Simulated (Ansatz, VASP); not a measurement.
**Au in VASP and in Ansatz**

File INCAR:

```
  PREC = Accurate
  ENCUT = 520
  EDIFF = 1E-6
  ISMEAR = 0
  SIGMA = 0.15
  LREAL = False
  LASPH = True
  NELM = 80
  ALGO = Fast
  ISIF = 2
  LWAVE = False
  LCHARG = True
  GGA = PS
  LELF = True
  LVHAR = True
  NBANDS = 12
```

The input KPOINTS:

```
regular mesh
0
Gamma
  26 26 26
```

File POSCAR:

```
Au
1.0
    0.0000000000      2.1031924167      2.1031924167
    2.1031924167      0.0000000000      2.1031924167
    2.1031924167      2.1031924167      0.0000000000
Au
1
Direct
    0.0000000000      0.0000000000      0.0000000000
```

Input for Ansatz:

```yaml
crystal:
  lattice:
    - [0.0, 2.1031924167, 2.1031924167]
    - [2.1031924167, 0.0, 2.1031924167]
    - [2.1031924167, 2.1031924167, 0.0]
  atoms:
    - { symbol: Au, position: [0.0, 0.0, 0.0] }
basis:
  ecutwfc: 420
kpoints:
  mp_grid: { grid: [26, 26, 26] }
hamiltonian:
  xc: pbesol
scf:
  occupations: { method: gaussian, width: 0.15 }
output:
  forces: true
  stress: true
  eigenvalues: true
```

Change from the starting cell: strain +0.030 along x and y, +0.030 along z, atoms carried along.

Alike in both runs: task single point; functional PBEsol; k mesh 26 × 26 × 26; occupations gaussian, width 0.15 eV; no spin polarisation.

```csv
,VASP,Ansatz
version,VASP 6.6.1,Ansatz 0.2.0
potentials or method,"VASP PAW PBE potentials, release 64 (Au), cutoff 520 eV","scalar-relativistic, plane waves, PAW"
valence electrons in the cell,11,19
```

```tsv
	VASP	Ansatz	Ansatz less VASP
gap on the k mesh at the Fermi level (eV)	none	none	-
pressure (GPa)	-12.2	-12.0	+0.15
```

VASP's potentials were made for PBE, not for PBEsol. A gap of «none» marks a metal or a gap that the smearing closes. VASP's potentials hold 11 valence electrons a cell and Ansatz's 19, so a difference there can come from the potentials and not from the codes.

Neither program's run includes spin-orbit coupling.
